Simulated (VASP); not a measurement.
Be:

```
Be
1.0
     0.00000    2.19000    2.19000
     2.19000    0.00000    2.19000
     2.19000    2.19000    0.00000
Be
2
Cartesian
  4.3800 4.3800 4.3800
  1.0950 1.0950 1.0950
```

This isn't the form of Be at room conditions, which is hcp.

| Quantity | Value |
| --- | --- |
| Program | VASP 6.6.1 |
| Task | relaxation of cell and atoms |
| Functional | PBEsol |
| Potentials or basis | VASP PAW PBE potentials, release 64 (Be) |
| Cutoff | 600 eV |
| k mesh | 8 × 8 × 8 |
| Occupations | methfessel-paxton, width 0.05 eV |
| Spin | no spin polarisation |

At the start: pressure 25.0 GPa; volume 10.50 Å³/atom.

Task: Where does the relaxation end?

Result: Over 4 steps the energy falls by 245.0 meV/atom and the volume is 14.57 Å³/atom (+38.7 %); space group Fd-3m (No. 227, to 0.1 Å) before and after.

The path:
```csv
step,energy change (eV),largest force (eV/Å),pressure (GPa),volume (Å³)
1,0.0000,0.0000,24.99,21.01
2,-0.4515,0.0000,4.82,26.39
3,-0.4793,0.0000,-2.11,30.60
4,-0.4901,0.0000,-0.13,29.13
```

Final structure:
```yaml
crystal:
  lattice:
    - [0.00000, 2.44220, 2.44220]
    - [2.44220, 0.00000, 2.44220]
    - [2.44220, 2.44220, 0.00000]
  atoms:
    - { symbol: Be, position: [0.00000, 0.00000, 0.00000] }
    - { symbol: Be, position: [0.25000, 0.25000, 0.25000] }
```

Caveat: the volume moved by over 15 % at a fixed basis, so the end points are rough; the PAW data sets were made with another functional, which shifts forces and pressure a little.
